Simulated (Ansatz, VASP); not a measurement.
**Lu: VASP beside Ansatz**

The input INCAR:

```
ALGO = Normal
EDIFF = 1E-6
ENCUT = 520
GGA = PS
ISIF = 2
ISMEAR = -1
LASPH = T
LCHARG = F
LREAL = F
LWAVE = F
NBANDS = 18
NELM = 60
PREC = Accurate
SIGMA = 0.1
```

Contents of KPOINTS:

```
k-points
0
Gamma
  13 13 13
```

Contents of POSCAR:

```
Lu
1.0
   -1.9618933332      1.9618933332      1.9618933332
    1.9618933332     -1.9618933332      1.9618933332
    1.9618933332      1.9618933332     -1.9618933332
Lu
1
Direct
    0.0000000000      0.0000000000      0.0000000000
```

Input for Ansatz:

```yaml
crystal:
  lattice:
    - [-1.9618933332, 1.9618933332, 1.9618933332]
    - [1.9618933332, -1.9618933332, 1.9618933332]
    - [1.9618933332, 1.9618933332, -1.9618933332]
  atoms:
    - { symbol: Lu, position: [0.0, 0.0, 0.0] }
hamiltonian:
  xc: pbesol
  pseudopotentials:
    kind: paw
    azcp:
      Lu: "pseudopotentials/Lu.paw.azcp"
basis:
  ecutwfc: 420
  fft_grid_basis: typed
kpoints:
  mp_grid: { grid: [13, 13, 13], shift: [0, 0, 0] }
magnetization:
  spin_polarized: false
scf:
  occupations: { method: fermi_dirac, width: 0.1 }
  lower_state_search: "off"
output:
  stress: true
```

Alike in both runs: task single point; functional PBEsol; k mesh 13 × 13 × 13; occupations fermi-dirac, width 0.1 eV; no spin polarisation.

|  | VASP | Ansatz |
| --- | --- | --- |
| version | VASP 6.6.1 | Ansatz 0.2.0 |
| potentials or method | VASP PAW PBE potentials, release 64 (Lu), cutoff 520 eV | plane waves (420 eV) with PAW, scalar-relativistic |
| valence electrons in the cell | 25 | 25 |

VASP gave:

| Item | Value |
| --- | --- |
| pressure (GPa) | -3.0 |

Question: What did Ansatz give for the same quantities?

Answer: Pressure (GPa): -3.1.

VASP's potentials were made for PBE, not for PBEsol, and Ansatz warns of the same on its side.

Neither program's run includes spin-orbit coupling.
